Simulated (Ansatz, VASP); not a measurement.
Al3Ni2: VASP beside Ansatz

```
Al Ni
1.0
     4.00314    0.00000    0.00000
    -2.00157    3.46682    0.00000
     0.00000    0.00000    4.85946
Al Ni
3 2
Direct
  0.00000 0.00000 0.00000
  0.33333 0.66667 0.64778
  0.66667 0.33333 0.35222
  0.33333 0.66667 0.14557
  0.66667 0.33333 0.85443
```

Alike in both runs: functional PBEsol; k mesh 12 × 12 × 8; occupations gaussian, width 0.1 eV; no spin polarisation.

Ansatz relaxed the structure, and its values are those at the end. VASP's run is a single point on that final structure, the one shown.

```csv
,VASP,Ansatz
version,VASP 6.6.1,Ansatz 0.2.0
potentials or method,"VASP PAW PBE potentials, release 64 (Al, Ni), cutoff 520 eV","scalar-relativistic, plane waves, PAW"
valence electrons in the cell,29,45
```

```tsv
	VASP	Ansatz	Ansatz less VASP
gap on the k mesh at the Fermi level (eV)	none	none	-
pressure (GPa)	0.2	0.0	-0.19
rms of the force components (eV/Å)	0.004	0.000	-0.0038
```

VASP's potentials were made for PBE, not for PBEsol. A gap of «none» marks a metal or a gap that the smearing closes. VASP's potentials hold 29 valence electrons a cell and Ansatz's 45, so a difference there can come from the potentials and not from the codes.
